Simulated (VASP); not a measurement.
# Al3GaN4 (Cmm2) in VASP: notebook

The runs below take Al3GaN4 through single point, with r2SCAN.

Program: VASP 6.6.1. These are calculated values, not measurements. Logs are shortened: lines on timing, memory, paths and dates and some standing lists are left out, and cuts for length are marked.

### Step 1. The cell of the first run

Symmetry: Cmm2, No. 35, orthorhombic system. Conventional cell: a = 6.224 Å, b = 6.224 Å, c = 4.401 Å, α = 90.00°, β = 90.00°, γ = 90.00°. Al (site symmetry 2) has 4 N at 1.89 to 1.90 Å within 2.5 Å. Within 2.5 Å of Al (site symmetry mm2) lie 4 N at 1.87 to 1.94 Å. Within 2.5 Å of Ga (site symmetry mm2) lie 4 N at 1.88 to 2.08 Å. N (site symmetry m) has 1 Ga at 1.88 Å and 3 Al at 1.90 to 1.94 Å within 2.5 Å. Within 2.5 Å of N (site symmetry m) lie 3 Al at 1.87 to 1.89 Å and 1 Ga at 2.08 Å.

### Step 2. Single point, r2SCAN (mode 4 (254.0 1/cm) frozen in, largest displacement -0.300 Å)

The input, POSCAR:

```
Al3GaN4
1.0
    4.4012372926      0.0000000000      0.0000000000
    0.0000000000      4.4012372926      0.0000000000
    0.0000000000      0.0000000000      4.4012372926
Al Ga N
3 1 4
Direct
    0.5000000000      0.5199373414      0.0000000000
    0.5000000000      0.0681626506      0.5000000000
    0.0000000000      0.5199373414      0.5000000000
    0.0000000000     -0.0576827834      0.0000000000
    0.7259475163      0.7642126266      0.2740524837
    0.7629688041      0.2752963062      0.7629688041
    0.2740524837      0.7642126266      0.7259475163
    0.2370311959      0.2752963062      0.2370311959
```

The input, INCAR.step1:

```
SYSTEM = Al3GaN4
  PREC = Accurate
  ENCUT = 520
  ISMEAR = 0
  SIGMA = 0.05
  LREAL = .FALSE.
  LASPH = .TRUE.
  NELM = 100
  NBANDS = 31
  GGA = PE
  ALGO = Normal
  EDIFF = 1E-4
  LWAVE = .TRUE.
  LCHARG = .FALSE.
```

The input, INCAR.step2:

```
SYSTEM = Al3GaN4
  PREC = Accurate
  ENCUT = 520
  EDIFF = 1E-7
  ISMEAR = 0
  SIGMA = 0.05
  LREAL = .FALSE.
  LASPH = .TRUE.
  NELM = 100
  ALGO = Normal
  ISIF = 2
  LWAVE = .FALSE.
  LCHARG = .FALSE.
  METAGGA = R2SCAN
  LMIXTAU = .TRUE.
  NBANDS = 31
  ISTART = 1
```

The input, KPOINTS:

```
Automatic mesh
0
G
  6 6 6
  0 0 0
```

Potentials or basis: VASP PAW PBE potentials, release 64 (Al, Ga_d, N).

Started as:

```sh
$ cat potpaw_PBE.64/Al/POTCAR potpaw_PBE.64/Ga_d/POTCAR potpaw_PBE.64/N/POTCAR > POTCAR
$ cp INCAR.step1 INCAR
$ mpirun -np 1 vasp_std > vasp.out
$ cp INCAR.step2 INCAR
$ mpirun -np 1 vasp_std > vasp.out
```

OUTCAR:

```text
SYSTEM = Al3GaN4
   PREC = Accurate
   ENCUT = 520
   EDIFF = 1E-7
   ISMEAR = 0
   LREAL = .FALSE.
   LASPH = .TRUE.
   NELM = 100
   ISIF = 2
   METAGGA = R2SCAN
   ISTART = 1

 ion  position               nearest neighbor table
   1  0.500  0.520  0.000-   6 1.89   8 1.89   7 1.90   5 1.90   4 2.88   4 2.88   2 2.97   2 2.97
                             3 3.11   3 3.11   3 3.11   3 3.11   2 3.27   2 3.27
   2  0.500  0.068  0.500-   6 1.87   8 1.87   7 1.94   5 1.94   1 2.97   3 2.97   1 2.97   3 2.97
                             3 3.27   1 3.27   1 3.27   3 3.27
   3  0.000  0.520  0.500-   6 1.89   8 1.89   7 1.90   5 1.90   4 2.88   4 2.88   2 2.97   2 2.97
                             1 3.11   1 3.11   1 3.11   1 3.11   2 3.27   2 3.27
   4  0.000  0.942  0.000-   5 1.88   7 1.88   6 2.08   8 2.08   1 2.88   3 2.88   3 2.88   1 2.88

   5  0.726  0.764  0.274-   4 1.88   3 1.90   1 1.90   2 1.94
   6  0.763  0.275  0.763-   2 1.87   1 1.89   3 1.89   4 2.08
   7  0.274  0.764  0.726-   4 1.88   3 1.90   1 1.90   2 1.94
   8  0.237  0.275  0.237-   2 1.87   1 1.89   3 1.89   4 2.08

  LATTYP: Found a simple cubic cell.
 ALAT       =     4.4012372926

  Lattice vectors:

 A1 = (   4.4012372926,   0.0000000000,   0.0000000000)
 A2 = (   0.0000000000,   4.4012372926,   0.0000000000)
 A3 = (   0.0000000000,   0.0000000000,   4.4012372926)

Analysis of symmetry for initial positions (statically):
=====================================================================
 Subroutine PRICEL returns:
 Original cell was already a primitive cell.

 Routine SETGRP: Setting up the symmetry group for a
 simple cubic supercell.

 Subroutine GETGRP returns: Found  4 space group operations
 (whereof  4 operations were pure point group operations)
 out of a pool of 48 trial point group operations.

The static configuration has the point symmetry C_2v.

Analysis of symmetry for dynamics (positions and initial velocities):
=====================================================================
 Subroutine PRICEL returns:
 Original cell was already a primitive cell.

 Routine SETGRP: Setting up the symmetry group for a
 simple cubic supercell.

 Subroutine GETGRP returns: Found  4 space group operations
 (whereof  4 operations were pure point group operations)
 out of a pool of 48 trial point group operations.

The dynamic configuration has the point symmetry C_2v.

 Subroutine INISYM returns: Found  4 space group operations
 (whereof  4 operations are pure point group operations),
 and found     1 'primitive' translations

----------------------------------------------------------------------------------------

                                     Primitive cell

  volume of cell :      85.2559

  direct lattice vectors                    reciprocal lattice vectors
     4.401237293  0.000000000  0.000000000     0.227208835  0.000000000  0.000000000
     0.000000000  4.401237293  0.000000000     0.000000000  0.227208835  0.000000000
     0.000000000  0.000000000  4.401237293     0.000000000  0.000000000  0.227208835

  length of vectors
     4.401237293  4.401237293  4.401237293     0.227208835  0.227208835  0.227208835

  position of ions in fractional coordinates (direct lattice)
     0.500000000  0.519937341  0.000000000
     0.500000000  0.068162651  0.500000000
     0.000000000  0.519937341  0.500000000
     0.000000000  0.942317217  0.000000000
     0.725947516  0.764212627  0.274052484
     0.762968804  0.275296306  0.762968804
     0.274052484  0.764212627  0.725947516
     0.237031196  0.275296306  0.237031196

  ion indices of the primitive-cell ions
   primitive index   ion index
                 1           1
                 2           2
                 3           3
                 4           4
                 5           5
                 6           6
                 7           7
                 8           8

----------------------------------------------------------------------------------------

 KPOINTS: Automatic mesh

Automatic generation of k-mesh.
 Grid dimensions read from file:
 generate k-points for:    6    6    6

 Generating k-lattice:

  Cartesian coordinates                     Fractional coordinates (reciprocal lattice)
     0.037868139  0.000000000  0.000000000     0.166666667  0.000000000  0.000000000
     0.000000000  0.037868139  0.000000000     0.000000000  0.166666667  0.000000000
     0.000000000  0.000000000  0.037868139     0.000000000  0.000000000  0.166666667

  Length of vectors
     0.037868139  0.037868139  0.037868139

  Shift w.r.t. Gamma in fractional coordinates (k-lattice)
     0.000000000  0.000000000  0.000000000

 Subroutine IBZKPT returns following result:
 ===========================================

 Found     52 irreducible k-points:

 Following reciprocal coordinates:
            Coordinates               Weight
  0.000000  0.000000  0.000000      1.000000
  0.166667  0.000000  0.000000      4.000000
  0.000000  0.166667  0.000000      2.000000
  0.333333  0.000000  0.000000      4.000000
  0.000000  0.333333  0.000000      2.000000
  0.500000  0.000000  0.000000      2.000000
[... 16 lines left out ...]
  0.333333  0.000000  0.500000      4.000000
  0.500000  0.500000  0.000000      2.000000
 [... further k-points ...]
   k-points           NKPTS =     52   k-points in BZ     NKDIM =     52   number of bands    NBANDS=     31
   number of dos      NEDOS =    301   number of ions     NIONS =      8
   total plane-waves  NPLWV =  46656
   dimension x,y,z NGX =    36 NGY =   36 NGZ =   36
   dimension x,y,z NGXF=    72 NGYF=   72 NGZF=   72
   ions per type =               3   1   4
   NGX,Y,Z   is equivalent  to a cutoff of  13.60, 13.60, 13.60 a.u.
   NGXF,Y,Z  is equivalent  to a cutoff of  27.20, 27.20, 27.20 a.u.
 SYSTEM =  Al3GaN4
   PREC   = accura    normal or accurate (medium, high low for compatibility)
   ISTART =      1    job   : 0-new  1-cont  2-samecut
   ICHARG =      0    charge: 1-file 2-atom 10-const
   ISPIN  =      1    spin polarized calculation?
   LNONCOLLINEAR =      F non collinear calculations
   LSORBIT =      F    spin-orbit coupling
   LASPH  =      T    aspherical Exc in radial PAW
   ENCUT  =  520.0 eV  38.22 Ry    6.18 a.u.   8.18  8.18  8.18*2*pi/ulx,y,z
   NELM   =    100;   NELMIN=  2; NELMDL=  0     # of ELM steps
   EDIFF  = 0.1E-06   stopping-criterion for ELM
   LREAL  =      F    real-space projection
   EDIFFG = 0.1E-05   stopping-criterion for IOM
   NSW    =      0    number of steps for IOM
   IBRION =     -1    ionic relax: 0-MD 1-quasi-New 2-CG
   NFREE  =      0    steps in history (QN), initial steepest desc. (CG)
   ISIF   =      2    stress and relaxation
   ISYM   =      2    0-nonsym 1-usesym 2-fastsym
   POTIM  = 0.5000    time-step for ionic-motion
   TEBEG  =    0.0;   TEEND  =   0.0 temperature during run
   PSTRESS=    0.0 pullay stress
   NELECT =      42.0000    total number of electrons
   NUPDOWN=      -1.0000    fix difference up-down
   EMIN   =  10.00;   EMAX   =-10.00  energy-range for DOS
   EFERMI =   0.00;   METHOD = LEGACY
   ISMEAR =     0;   SIGMA  =   0.05  broadening in eV -4-tet -1-fermi 0-gaus
   EFERMI_NEDOS =   21; number of points for ismear=-14 and -15
   IALGO  =     38    algorithm
   IMIX   =      4    mixing-type and parameters
     AMIX     =   0.40;   BMIX     =  1.00
     AMIX_MAG =   1.60;   BMIX_MAG =  1.00
  volume/ion in A,a.u.               =      10.66        71.92
  Fermi-wavevector in a.u.,A,eV,Ry     =   1.292954  2.443329 22.745275  1.671731
  Thomas-Fermi vector in A             =   2.424630
   LORBIT       =      0    0 simple, 1 ext, 2 COOP (PROOUT), +10 PAW based schemes
   METAGGA = R2SCAN    functional components
   LHFCALC =     F    Hartree Fock is set to
   AEXX    =    0.0000 exact exchange contribution
   IVDW    =     0    specifies the selected vdW correction
   LEPSILON=     F    determine dielectric tensor
   LRPA    =     F    only Hartree local field effects (RPA)
 non-spin polarized calculation
 Gauss-broadening in eV      SIGMA  =   0.05
  energy-cutoff  :      520.00
  volume of cell :       85.26
 maximum number of plane-waves:      2320
 NGX is ok and might be reduce to    36
   NGX = 17   NGY = 17   NGZ = 17

 number of electron      41.9999986 magnetization

 Free energy of the ion-electron system (eV)
  ---------------------------------------------------
  ext. energy  EPLUGINS =         0.00000000
  ---------------------------------------------------
  free energy    TOTEN  =       -78.45554637 eV

  energy without entropy =      -78.45554637  energy(sigma->0) =      -78.45554637

 E-fermi :   5.8355     XC(G=0): -11.7748

 val. band max:        5.5897865285   @ k =  -0.1667   0.0000   0.1667
 cond. band min:       8.9647058350   @ k =   0.0000   0.0000   0.0000
 fundamental gap:      3.3749193064
 Fermi energy:         5.8354683831

 k-point     1 :       0.0000    0.0000    0.0000
  band No.  band energies     occupation
      1     -10.5624      2.00000
      2      -8.8155      2.00000
      3      -8.6565      2.00000
      4      -8.2914      2.00000
      5      -7.7247      2.00000
      6      -7.7069      2.00000
[... 23 lines left out ...]
     30      18.4401      0.00000
     31      18.4784      0.00000

 k-point     2 :       0.1667    0.0000    0.0000
  band No.  band energies     occupation
      1     -10.4372      2.00000
      2      -8.8962      2.00000
      3      -8.6339      2.00000
      4      -8.3203      2.00000
      5      -7.7222      2.00000
      6      -7.7027      2.00000
[... 23 lines left out ...]
     30      18.2726      0.00000
     31      18.6884      0.00000

 k-point     3 :       0.0000    0.1667    0.0000
  band No.  band energies     occupation
      1     -10.4497      2.00000
      2      -8.8155      2.00000
      3      -8.7109      2.00000
      4      -8.3131      2.00000
      5      -7.7216      2.00000
      6      -7.7056      2.00000
[... 703 lines left out ...]
     30      16.9841      0.00000
     31      17.3146      0.00000

 k-point    24 :       0.5000    0.5000    0.0000
  band No.  band energies     occupation
      1      -9.3674      2.00000
      2      -9.3285      2.00000
      3      -8.7215      2.00000
      4      -8.3721      2.00000
      5      -7.7019      2.00000
      6      -7.6755      2.00000
[... 23 lines left out ...]
     30      16.6644      0.00000
     31      17.4330      0.00000

 [... further k-points ...]
[... 5 lines left out ...]
  --------------------------------------------------------------------------------------
  -------------------------------------------------------------------------------------
  Total        0.6323230     -1.6664962      0.6323230      0.0000000      0.0000000     -1.2540308
  in kB       11.8829752    -31.3177503     11.8829752      0.0000000      0.0000000    -23.5664647
  external PRESSURE =      -2.5172666 kB  Pullay stress =       0.0000000 kB

 VOLUME and BASIS-vectors are now :
 -----------------------------------------------------------------------------
  energy-cutoff  :      520.00
  volume of cell :       85.26
      direct lattice vectors                 reciprocal lattice vectors
     4.401237293  0.000000000  0.000000000     0.227208835  0.000000000  0.000000000
     0.000000000  4.401237293  0.000000000     0.000000000  0.227208835  0.000000000
     0.000000000  0.000000000  4.401237293     0.000000000  0.000000000  0.227208835

 POSITION                                       TOTAL-FORCE (eV/Angst)
 -----------------------------------------------------------------------------------
      2.20062      2.28837      0.00000        -0.000000     -0.542979      0.000000
      2.20062      0.30000      2.20062        -0.000000     -1.888738      0.000000
      0.00000      2.28837      2.20062        -0.000000     -0.542979      0.000000
      0.00000      4.14736      0.00000        -0.000000      3.760410      0.000000
      3.19507      3.36348      1.20617         0.232048     -0.249168     -0.232048
      3.35801      1.21164      3.35801        -0.450652     -0.143689     -0.450652
      1.20617      3.36348      3.19507        -0.232048     -0.249168      0.232048
      1.04323      1.21164      1.04323         0.450652     -0.143689      0.450652
 -----------------------------------------------------------------------------------
    total drift:                                0.000000      0.013906     -0.000006

  FREE ENERGIE OF THE ION-ELECTRON SYSTEM (eV)
  ---------------------------------------------------
  free  energy   TOTEN  =       -78.4555463674 eV

  energy  without entropy=      -78.4555463674  energy(sigma->0) =      -78.45554637
```

Run time: 3 min. Hardware: 1 thread of Intel Xeon 6975P-C (Granite Rapids), shared host; peak memory 0.29 GiB.

Results:

- Free energy: -78.4555 eV
- Pressure: -0.3 GPa
- Largest force: 3.760 eV/Å
- Band gap on the k mesh: 3.37 eV, indirect (least direct gap 3.40 eV)

Forces in eV/Å, atoms in the order of the input:
```
Al   0.000 -0.543  0.000
Al   0.000 -1.889  0.000
Al   0.000 -0.543  0.000
Ga   0.000  3.760  0.000
N    0.232 -0.249 -0.232
N   -0.451 -0.144 -0.451
N   -0.232 -0.249  0.232
N    0.451 -0.144  0.451
```

Levels at points of the mesh, in eV from the valence-band top:
| k point | band 18 | band 19 | band 20 | band 21 | band 22 | band 23 | band 24 | band 25 |
| --- | --- | --- | --- | --- | --- | --- | --- | --- |
| (0.00, 0.00, 0.00) | -1.79 | -0.08 | -0.07 | -0.03 | 3.37 | 3.48 | 4.00 | 4.03 |
| (0.50, 0.00, 0.00) | -1.27 | -1.22 | -0.95 | -0.92 | 5.61 | 5.97 | 6.46 | 6.65 |
| (0.00, 0.50, 0.00) | -1.54 | -1.27 | -1.08 | -0.74 | 5.64 | 6.33 | 6.37 | 6.56 |
| (0.50, 0.50, 0.00) | -0.92 | -0.65 | -0.49 | -0.46 | 7.40 | 7.51 | 8.18 | 8.44 |
| (0.50, 0.00, 0.50) | -0.99 | -0.80 | -0.59 | -0.32 | 6.57 | 7.59 | 7.85 | 8.23 |
| (0.50, 0.50, 0.50) | -0.67 | -0.60 | -0.28 | -0.11 | 5.74 | 7.13 | 7.68 | 7.68 |

Caveat: the cell differs from its parent crystal (mode 4 (254.0 1/cm) frozen in, largest displacement -0.300 Å); the PAW data sets were made with another functional, which shifts forces and pressure a little.

### Step 3. Single point, r2SCAN (mode 4 (254.0 1/cm) frozen in, largest displacement +0.225 Å)

The input, POSCAR:

```
Al3GaN4
1.0
    4.4012372926      0.0000000000      0.0000000000
    0.0000000000      4.4012372926      0.0000000000
    0.0000000000      0.0000000000      4.4012372926
Al Ga N
3 1 4
Direct
    0.5000000000      0.4850469939      0.0000000000
    0.5000000000     -0.0511219880      0.5000000000
    0.0000000000      0.4850469939      0.5000000000
    0.0000000000      0.0432620876      0.0000000000
    0.7583411431      0.7296423104      0.2416588569
    0.7305751773      0.2407259900      0.7305751773
    0.2416588569      0.7296423104      0.7583411431
    0.2694248227      0.2407259900      0.2694248227
```

The input, INCAR.step1:

```
  PREC = Accurate
  ENCUT = 520
  ISMEAR = 0
  SIGMA = 0.05
  LREAL = False
  LASPH = True
  NELM = 60
  NBANDS = 31
  GGA = PE
  ALGO = Normal
  EDIFF = 1E-4
  LWAVE = True
  LCHARG = False
```

The input, INCAR.step2:

```
  PREC = Accurate
  ENCUT = 520
  EDIFF = 1E-7
  ISMEAR = 0
  SIGMA = 0.05
  LREAL = False
  LASPH = True
  NELM = 60
  ALGO = Normal
  ISIF = 2
  LWAVE = False
  LCHARG = False
  METAGGA = R2SCAN
  LMIXTAU = True
  NBANDS = 31
  ISTART = 1
```

The input, KPOINTS:

```
regular mesh
0
Gamma
  6 6 6
```

Potentials or basis: VASP PAW PBE potentials, release 64 (Al, Ga_d, N).

Started as:

```sh
$ cat potpaw_PBE.64/Al/POTCAR potpaw_PBE.64/Ga_d/POTCAR potpaw_PBE.64/N/POTCAR > POTCAR
$ cp INCAR.step1 INCAR
$ mpirun -np 1 vasp_std > vasp.out
$ cp INCAR.step2 INCAR
$ mpirun -np 1 vasp_std > vasp.out
```

Wall time 3.1 min (1 thread of Intel Xeon 6975P-C (Granite Rapids), shared host); peak memory 0.29 GiB.

Results (log left out):

```yaml
Free_energy: -78.8775 eV
Pressure: -0.1 GPa
Largest_force: 2.976 eV/Å
Band_gap_on_the_k_mesh: 3.58 eV, indirect (least direct gap 3.60 eV)
```

Forces on the atoms (eV/Å):
```
Al   0.000  0.415  0.000
Al   0.000  1.432  0.000
Al   0.000  0.415  0.000
Ga   0.000 -2.976  0.000
N   -0.314  0.132  0.314
N    0.144  0.224  0.144
N    0.314  0.132 -0.314
N   -0.144  0.224 -0.144
```

Stress tensor (GPa, compression positive):
```
 0.70  0.00  1.96
 0.00 -1.84  0.00
 1.96  0.00  0.70
```

Levels at points of the mesh, in eV from the valence-band top:
| k point | band 17 | band 18 | band 19 | band 20 | band 21 | band 22 | band 23 | band 24 | band 25 | band 26 |
| --- | --- | --- | --- | --- | --- | --- | --- | --- | --- | --- |
| (0.00, 0.00, 0.00) | -1.98 | -1.85 | -0.05 | -0.04 | -0.02 | 3.58 | 3.67 | 4.06 | 4.09 | 7.65 |
| (0.50, 0.00, 0.00) | -2.66 | -1.26 | -1.23 | -0.95 | -0.94 | 5.86 | 6.11 | 6.59 | 6.73 | 9.20 |
| (0.00, 0.50, 0.00) | -2.61 | -1.46 | -1.22 | -1.07 | -0.79 | 5.84 | 6.38 | 6.53 | 6.66 | 9.09 |
| (0.50, 0.50, 0.00) | -2.41 | -0.90 | -0.63 | -0.51 | -0.49 | 7.63 | 7.78 | 8.29 | 8.55 | 8.63 |
| (0.50, 0.00, 0.50) | -2.53 | -0.95 | -0.73 | -0.58 | -0.36 | 7.01 | 7.83 | 8.16 | 8.31 | 9.31 |
| (0.50, 0.50, 0.50) | -0.69 | -0.61 | -0.60 | -0.31 | -0.17 | 5.93 | 7.41 | 7.72 | 7.74 | 9.78 |

Caveat: the cell differs from its parent crystal (mode 4 (254.0 1/cm) frozen in, largest displacement +0.225 Å); the PAW data sets were made with another functional, which shifts forces and pressure a little. A k mesh can miss the band edges.

[end of part 1 of 2]
